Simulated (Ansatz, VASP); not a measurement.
C: VASP beside Ansatz

INCAR

```
ALGO     = Normal         # electronic algorithm
EDIFF    = 1E-6           # SCF threshold, eV
ENCUT    = 520            # plane-wave cutoff, eV
GGA      = CA             # functional
ISIF     = 2              # what is computed and relaxed
ISMEAR   = 0              # smearing method
LASPH    = T              # aspherical terms in the spheres
LCHARG   = F              # write CHGCAR
LREAL    = F              # projectors in reciprocal space
LWAVE    = F              # write WAVECAR
NBANDS   = 11             # bands
NELM     = 80             # most SCF steps
PREC     = Accurate       # precision mode
SIGMA    = 0.03           # smearing width, eV
```

The input KPOINTS:

```
k-points
0
Gamma
  16 16 16
```

Contents of POSCAR:

```
C
1.0
    0.0000000000      2.1166507485      3.4605416593
    1.2227846672      0.0000000000      3.4605416593
    1.2227846672      2.1166507485      0.0000000000
C
2
Direct
    0.1667065656      0.8332934344      0.1667065656
    0.8332934344      0.1667065656      0.8332934344
```

Input for Ansatz:

```yaml
crystal:
  lattice:
    - [0.0, 2.1166507485, 3.4605416593]
    - [1.2227846672, 0.0, 3.4605416593]
    - [1.2227846672, 2.1166507485, 0.0]
  atoms:
    - { symbol: C, position: [0.1667065656, 0.8332934344, 0.1667065656] }
    - { symbol: C, position: [0.8332934344, 0.1667065656, 0.8332934344] }
basis:
  ecutwfc: 420
kpoints:
  mp_grid: { grid: [16, 16, 16] }
hamiltonian:
  xc: lda
scf:
  occupations: { method: gaussian, width: 0.03 }
output:
  forces: true
  stress: true
  eigenvalues: true
  write_density: true
  write_potential: true
  elf: true
  volumetric_format: npy
```

Change from the starting cell: strain +0.000 along x and y, +0.030 along z, atoms carried along.

Alike in both runs: task single point; functional LDA; k mesh 16 × 16 × 16; occupations gaussian, width 0.03 eV; no spin polarisation.

|  | VASP | Ansatz |
| --- | --- | --- |
| version | VASP 6.6.1 | Ansatz 0.2.0 |
| potentials or method | VASP PAW LDA potentials, release 64 (C), cutoff 520 eV | scalar-relativistic, plane waves, PAW |
| valence electrons in the cell | 8 | 8 |

```csv
,VASP,Ansatz,Ansatz less VASP
gap on the k mesh at the Fermi level (eV),0.35,0.35,+0.001
least direct gap on the mesh (eV),0.40,0.41,+0.002
pressure (GPa),0.6,-0.2,-0.78
"traceless stress, the component that is largest in VASP (GPa)",-1.31,-0.41,+0.906
rms of the force components (eV/Å),0.012,0.012,0.0000
```

LDA's correlation is that of Perdew and Zunger in VASP and of Perdew and Wang (1992) in Ansatz. Atom by atom the forces differ by 0.000 eV/Å (rms over components).
